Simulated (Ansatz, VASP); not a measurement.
# Pd: VASP beside Ansatz

```
CELL_PARAMETERS angstrom
1.38965 0.80231 6.89182
-1.38965 0.80231 6.89182
0.00000 -1.60462 6.89182
ATOMIC_POSITIONS crystal
Pd 0.00000 0.00000 0.00000
Pd 0.22240 0.22240 0.22240
Pd 0.77760 0.77760 0.77760
```

Alike in both runs: functional PBE; k mesh 9 × 9 × 9; occupations gaussian, width 0.1 eV; no spin polarisation.

Ansatz relaxed the structure, and its values are those at the end. VASP's run is a single point on that final structure, the one shown.

|  | VASP | Ansatz |
| --- | --- | --- |
| version | VASP 6.6.1 | Ansatz 0.2.0 |
| potentials or method | VASP PAW PBE potentials, release 64 (Pd), cutoff 520 eV | scalar-relativistic, plane waves, PAW |
| valence electrons in the cell | 30 | 54 |

Ansatz gave:

```
gap on the k mesh at the Fermi level (eV) : none
pressure (GPa)                            : -0.1
```

Problem. Which values does VASP return?

Solution. gap on the k mesh at the Fermi level (eV): none; pressure (GPa): -0.4.

A gap of «none» marks a metal or a gap that the smearing closes. The functional is the same, so the differences come from potentials, cutoffs and numerics. VASP's potentials hold 30 valence electrons a cell and Ansatz's 54, so a difference there can come from the potentials and not from the codes.
